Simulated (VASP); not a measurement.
# SrRe2Ag2 (I4/mmm) in VASP: single point with r2SCAN

Aim: the single point of SrRe2Ag2 with r2SCAN.

Program: VASP 6.6.1. These are calculated values, not measurements. Logs are shortened: lines on timing, memory, paths and dates and some standing lists are left out, and cuts for length are marked.

## Step 1: The cell of the first run

It takes space group I4/mmm (No. 139, tetragonal). The conventional cell has a = 4.403 Å, b = 4.403 Å, c = 10.736 Å, α = 90.00°, β = 90.00°, γ = 90.00°. Re (site symmetry 4mm) has 1 Re at 2.45 Å and 4 Ag at 2.64 Å within 3.2 Å. Within 3.5 Å of Ag (site symmetry -4m2) lie 4 Re at 2.64 Å and 4 Ag at 3.11 Å and 4 Sr at 3.47 Å. Within 4.4 Å of Sr (site symmetry 4/mmm) lie 10 Re at 3.35 to 4.14 Å and 8 Ag at 3.47 Å.

## Step 2: Single point, r2SCAN

File POSCAR:

```
SrRe2Ag2
1.0
    0.0000000000      4.4032764900      0.0000000000
    4.4032764900      0.0000000000      0.0000000000
    2.2016382500      2.2016382500     -5.3680400800
Re Ag Sr
2 2 1
Direct
    0.3860000000      0.3860000000      0.2280000000
    0.6140000000      0.6140000000      0.7720000000
    0.7500000000      0.2500000000      0.5000000000
    0.2500000000      0.7500000000      0.5000000000
    0.0000000000      0.0000000000      0.0000000000
```

File INCAR.step1:

```
PREC     = Accurate       # precision mode
ENCUT    = 520            # plane-wave cutoff, eV
ISMEAR   = -5             # smearing method
SIGMA    = 0.1066         # smearing width, eV
LREAL    = F              # projectors in reciprocal space
LASPH    = T              # aspherical terms in the spheres
NELM     = 100            # most SCF steps
LMAXMIX  = 4              # l up to which the mixer works
NBANDS   = 31             # bands
GGA      = PE             # functional
ALGO     = Normal         # electronic algorithm
EDIFF    = 1E-4           # SCF threshold, eV
LWAVE    = T              # write WAVECAR
LCHARG   = F              # write CHGCAR
```

File INCAR.step2:

```
PREC     = Accurate       # precision mode
ENCUT    = 520            # plane-wave cutoff, eV
EDIFF    = 1E-7           # SCF threshold, eV
ISMEAR   = 0              # smearing method
SIGMA    = 0.1066         # smearing width, eV
LREAL    = F              # projectors in reciprocal space
LASPH    = T              # aspherical terms in the spheres
NELM     = 100            # most SCF steps
ALGO     = Normal         # electronic algorithm
ISIF     = 2              # what is computed and relaxed
LWAVE    = F              # write WAVECAR
LCHARG   = F              # write CHGCAR
LMAXMIX  = 4              # l up to which the mixer works
METAGGA  = R2SCAN         # meta-GGA
LMIXTAU  = T            
LORBIT   = 11             # projections on sites
NBANDS   = 31             # bands
ISTART   = 1
```

File KPOINTS:

```
regular mesh
0
Gamma
  8 8 8
```

Potentials or basis: VASP PAW PBE potentials, release 64 (Re, Ag, Sr_sv).

Command:

```
$ cat potpaw_PBE.64/Re/POTCAR potpaw_PBE.64/Ag/POTCAR potpaw_PBE.64/Sr_sv/POTCAR > POTCAR
$ cp INCAR.step1 INCAR
$ mpirun -np 1 vasp_std > vasp.out
$ cp INCAR.step2 INCAR
$ mpirun -np 1 vasp_std > vasp.out
```

OUTCAR:

```text
PREC = Accurate
   ENCUT = 520
   EDIFF = 1E-7
   ISMEAR = 0
   LREAL = F
   LASPH = T
   NELM = 100
   ISIF = 2
   METAGGA = R2SCAN
   LORBIT = 11
   ISTART = 1

 ion  position               nearest neighbor table
   1  0.386  0.386  0.228-   2 2.45   4 2.64   3 2.64   3 2.64   4 2.64   5 3.35   5 3.35   5 3.35
                             5 3.35   5 4.14
   2  0.614  0.614  0.772-   1 2.45   3 2.64   4 2.64   3 2.64   4 2.64   5 3.35   5 3.35   5 3.35
                             5 3.35   5 4.14
   3  0.750  0.250  0.500-   1 2.64   2 2.64   2 2.64   1 2.64   4 3.11   4 3.11   4 3.11   4 3.11
                             5 3.47   5 3.47   5 3.47   5 3.47
   4  0.250  0.750  0.500-   1 2.64   2 2.64   2 2.64   1 2.64   3 3.11   3 3.11   3 3.11   3 3.11
                             5 3.47   5 3.47   5 3.47   5 3.47
   5  0.000  0.000  0.000-   2 3.35   1 3.35   2 3.35   1 3.35   1 3.35   2 3.35   2 3.35   1 3.35
                             3 3.47   4 3.47   4 3.47   3 3.47   4 3.47   3 3.47   4 3.47   3 3.47

  LATTYP: Found a body centered tetragonal cell.
 ALAT       =     4.4032764900
 C/A-ratio  =     2.4382025940

  Lattice vectors:

 A1 = (  -2.2016382500,   2.2016382400,   5.3680400800)
 A2 = (   2.2016382400,  -2.2016382500,   5.3680400800)
 A3 = (   2.2016382500,   2.2016382500,  -5.3680400800)

Analysis of symmetry for initial positions (statically):
=====================================================================
 Subroutine PRICEL returns:
 Original cell was already a primitive cell.

 Routine SETGRP: Setting up the symmetry group for a
 body centered tetragonal supercell.

 Subroutine GETGRP returns: Found 16 space group operations
 (whereof 16 operations were pure point group operations)
 out of a pool of 16 trial point group operations.

The static configuration has the point symmetry D_4h.

Analysis of symmetry for dynamics (positions and initial velocities):
=====================================================================
 Subroutine PRICEL returns:
 Original cell was already a primitive cell.

 Routine SETGRP: Setting up the symmetry group for a
 body centered tetragonal supercell.

 Subroutine GETGRP returns: Found 16 space group operations
 (whereof 16 operations were pure point group operations)
 out of a pool of 16 trial point group operations.

The dynamic configuration has the point symmetry D_4h.

 Subroutine INISYM returns: Found 16 space group operations
 (whereof 16 operations are pure point group operations),
 and found     1 'primitive' translations

----------------------------------------------------------------------------------------

                                     Primitive cell

  volume of cell :     104.0801

  direct lattice vectors                    reciprocal lattice vectors
     0.000000000  4.403276490  0.000000000     0.000000000  0.227103613  0.093143865
     4.403276490  0.000000000  0.000000000     0.227103613  0.000000000  0.093143865
     2.201638250  2.201638250 -5.368040080     0.000000000  0.000000000 -0.186287730

  length of vectors
     4.403276490  4.403276490  6.205664853     0.245462483  0.245462483  0.186287730

  position of ions in fractional coordinates (direct lattice)
     0.386000000  0.386000000  0.228000000
     0.614000000  0.614000000  0.772000000
     0.750000000  0.250000000  0.500000000
     0.250000000  0.750000000  0.500000000
     0.000000000  0.000000000  0.000000000

  ion indices of the primitive-cell ions
   primitive index   ion index
                 1           1
                 2           2
                 3           3
                 4           4
                 5           5

----------------------------------------------------------------------------------------

 KPOINTS: regular mesh

Automatic generation of k-mesh.
 Grid dimensions read from file:
 generate k-points for:    8    8    8

 Generating k-lattice:

  Cartesian coordinates                     Fractional coordinates (reciprocal lattice)
     0.000000000  0.028387952  0.011642983     0.125000000  0.000000000  0.000000000
     0.028387952  0.000000000  0.011642983     0.000000000  0.125000000  0.000000000
     0.000000000  0.000000000 -0.023285966     0.000000000  0.000000000  0.125000000

  Length of vectors
     0.030682810  0.030682810  0.023285966

  Shift w.r.t. Gamma in fractional coordinates (k-lattice)
     0.000000000  0.000000000  0.000000000

 Subroutine IBZKPT returns following result:
 ===========================================

 Found     59 irreducible k-points:

 Following reciprocal coordinates:
            Coordinates               Weight
  0.000000  0.000000  0.000000      1.000000
  0.125000  0.000000  0.000000      8.000000
  0.250000  0.000000  0.000000      8.000000
  0.375000  0.000000  0.000000      8.000000
  0.500000  0.000000  0.000000      4.000000
  0.125000  0.125000  0.000000      8.000000
[... 16 lines left out ...]
  0.250000  0.000000  0.125000      4.000000
  0.375000  0.000000  0.125000      8.000000
 [... further k-points ...]
   k-points           NKPTS =     59   k-points in BZ     NKDIM =     59   number of bands    NBANDS=     31
   number of dos      NEDOS =    301   number of ions     NIONS =      5
   total plane-waves  NPLWV =  62208
   dimension x,y,z NGX =    36 NGY =   36 NGZ =   48
   dimension x,y,z NGXF=    72 NGYF=   72 NGZF=   96
   ions per type =               2   2   1
   NGX,Y,Z   is equivalent  to a cutoff of  13.59, 13.59, 12.86 a.u.
   NGXF,Y,Z  is equivalent  to a cutoff of  27.18, 27.18, 25.72 a.u.
 SYSTEM =  unknown system
   PREC   = accura    normal or accurate (medium, high low for compatibility)
   ISTART =      1    job   : 0-new  1-cont  2-samecut
   ICHARG =      0    charge: 1-file 2-atom 10-const
   ISPIN  =      1    spin polarized calculation?
   LNONCOLLINEAR =      F non collinear calculations
   LSORBIT =      F    spin-orbit coupling
   LASPH  =      T    aspherical Exc in radial PAW
   ENCUT  =  520.0 eV  38.22 Ry    6.18 a.u.   8.19  8.19 11.54*2*pi/ulx,y,z
   NELM   =    100;   NELMIN=  2; NELMDL=  0     # of ELM steps
   EDIFF  = 0.1E-06   stopping-criterion for ELM
   LREAL  =      F    real-space projection
   EDIFFG = 0.1E-05   stopping-criterion for IOM
   NSW    =      0    number of steps for IOM
   IBRION =     -1    ionic relax: 0-MD 1-quasi-New 2-CG
   NFREE  =      0    steps in history (QN), initial steepest desc. (CG)
   ISIF   =      2    stress and relaxation
   ISYM   =      2    0-nonsym 1-usesym 2-fastsym
   POTIM  = 0.5000    time-step for ionic-motion
   TEBEG  =    0.0;   TEEND  =   0.0 temperature during run
   PSTRESS=    0.0 pullay stress
   NELECT =      46.0000    total number of electrons
   NUPDOWN=      -1.0000    fix difference up-down
   EMIN   =  10.00;   EMAX   =-10.00  energy-range for DOS
   EFERMI =   0.00;   METHOD = LEGACY
   ISMEAR =     0;   SIGMA  =   0.11  broadening in eV -4-tet -1-fermi 0-gaus
   EFERMI_NEDOS =   21; number of points for ismear=-14 and -15
   IALGO  =     38    algorithm
   IMIX   =      4    mixing-type and parameters
     AMIX     =   0.40;   BMIX     =  1.00
     AMIX_MAG =   1.60;   BMIX_MAG =  1.00
  volume/ion in A,a.u.               =      20.82       140.47
  Fermi-wavevector in a.u.,A,eV,Ry     =   1.247015  2.356516 21.157679  1.555046
  Thomas-Fermi vector in A             =   2.381166
   LORBIT       =     11    0 simple, 1 ext, 2 COOP (PROOUT), +10 PAW based schemes
   METAGGA = R2SCAN    functional components
   LHFCALC =     F    Hartree Fock is set to
   AEXX    =    0.0000 exact exchange contribution
   IVDW    =     0    specifies the selected vdW correction
   LEPSILON=     F    determine dielectric tensor
   LRPA    =     F    only Hartree local field effects (RPA)
 non-spin polarized calculation
 Gauss-broadening in eV      SIGMA  =   0.11
  energy-cutoff  :      520.00
  volume of cell :      104.08
 maximum number of plane-waves:      2863
 NGX is ok and might be reduce to    36

 number of electron      46.0000002 magnetization

 Free energy of the ion-electron system (eV)
  ---------------------------------------------------
  ext. energy  EPLUGINS =         0.00000000
  ---------------------------------------------------
  free energy    TOTEN  =      -158.03070964 eV

  energy without entropy =     -158.00630284  energy(sigma->0) =     -158.01850624

 E-fermi :   5.4111     XC(G=0): -12.0229

 val. band max:        5.4019206496   @ k =  -0.2500   0.0000   0.1250
 cond. band min:       5.4160536889   @ k =   0.5000   0.2500   0.0000
 fundamental gap:      0.0141330393
 Fermi energy:         5.4110541680

 k-point     1 :       0.0000    0.0000    0.0000
  band No.  band energies     occupation
      1     -30.1399      2.00000
      2     -11.7058      2.00000
      3     -11.5660      2.00000
      4     -11.5660      2.00000
      5      -2.1070      2.00000
      6      -1.0950      2.00000
[... 23 lines left out ...]
     30      10.6312      0.00000
     31      12.5589      0.00000

 k-point     2 :       0.1250    0.0000    0.0000
  band No.  band energies     occupation
      1     -30.1393      2.00000
      2     -11.7039      2.00000
      3     -11.5844      2.00000
      4     -11.5660      2.00000
      5      -1.9364      2.00000
      6      -1.0342      2.00000
[... 23 lines left out ...]
     30      10.2570      0.00000
     31      11.6409      0.00000

 k-point     3 :       0.2500    0.0000    0.0000
  band No.  band energies     occupation
      1     -30.1377      2.00000
      2     -11.6991      2.00000
      3     -11.6278      2.00000
      4     -11.5661      2.00000
      5      -1.4774      2.00000
      6      -0.8572      2.00000
[... 703 lines left out ...]
     30      10.0365      0.00000
     31      10.7047      0.00000

 k-point    24 :       0.3750    0.0000    0.1250
  band No.  band energies     occupation
      1     -30.1361      2.00000
      2     -11.6923      2.00000
      3     -11.6706      2.00000
      4     -11.5664      2.00000
      5      -1.0017      2.00000
      6      -0.5859      2.00000
[... 23 lines left out ...]
     30       9.7571      0.00000
     31      11.0236      0.00000

 [... further k-points ...]
[... 5 lines left out ...]
  --------------------------------------------------------------------------------------
  -------------------------------------------------------------------------------------
  Total        3.7713826      3.7713826     -5.3666758      0.0000000      0.0000000      0.0000000
  in kB       58.0555192     58.0555192    -82.6129778      0.0000000      0.0000001      0.0000001
  external PRESSURE =      11.1660202 kB  Pullay stress =       0.0000000 kB

 VOLUME and BASIS-vectors are now :
 -----------------------------------------------------------------------------
  energy-cutoff  :      520.00
  volume of cell :      104.08
      direct lattice vectors                 reciprocal lattice vectors
     0.000000000  4.403276490  0.000000000     0.000000000  0.227103613  0.093143865
     4.403276490  0.000000000  0.000000000     0.227103613  0.000000000  0.093143865
     2.201638250  2.201638250 -5.368040080     0.000000000  0.000000000 -0.186287730

 POSITION                                       TOTAL-FORCE (eV/Angst)
 -----------------------------------------------------------------------------------
      2.20164      2.20164     -1.22391        -0.000000     -0.000000      4.282274
      4.40328      4.40328     -4.14413         0.000000      0.000000     -4.282274
      2.20164      4.40328     -2.68402        -0.000000      0.000000      0.000000
      4.40328      2.20164     -2.68402        -0.000000     -0.000000      0.000000
      0.00000      0.00000      0.00000         0.000000      0.000000      0.000000
 -----------------------------------------------------------------------------------
    total drift:                               -0.000000      0.000000     -0.000000

  FREE ENERGIE OF THE ION-ELECTRON SYSTEM (eV)
  ---------------------------------------------------
  free  energy   TOTEN  =      -158.0307096406 eV

  energy  without entropy=     -158.0063028363  energy(sigma->0) =     -158.01850624

 total charge

# of ion       s       p       d       tot
------------------------------------------
    1        0.605   0.368   4.841   5.814
    2        0.605   0.368   4.841   5.814
    3        0.608   0.441   9.039  10.088
    4        0.608   0.441   9.039  10.088
    5        2.025   5.877   0.235   8.137
--------------------------------------------------
tot          4.451   7.494  27.996  39.941
```

It used 1800 s of CPU time on 1 thread of AMD EPYC 7R13 Processor (Zen 3), with other jobs on the host.

Results:

- Free energy: -158.0307 eV
- Pressure: 1.1 GPa
- Largest force: 4.282 eV/Å
- Band gap on the k mesh: zero (band 23 reaches 5.90 eV, above the bottom of band 24 at 4.79 eV)
- Valence electrons inside the program's atomic spheres: Re 5.81; Ag 10.09; Sr 8.14

Forces in eV/Å, atoms in the order of the input:
```
Re   0.000  0.000  4.282
Re   0.000  0.000 -4.282
Ag   0.000  0.000  0.000
Ag   0.000  0.000  0.000
Sr   0.000  0.000  0.000
```

Stress tensor (GPa, compression positive):
```
 5.81  0.00  0.00
 0.00  5.81  0.00
 0.00  0.00 -8.26
```

Caveat: the PAW data sets were made with another functional, which shifts forces and pressure a little; spin-orbit coupling is left out, which moves the levels of the heavy elements.
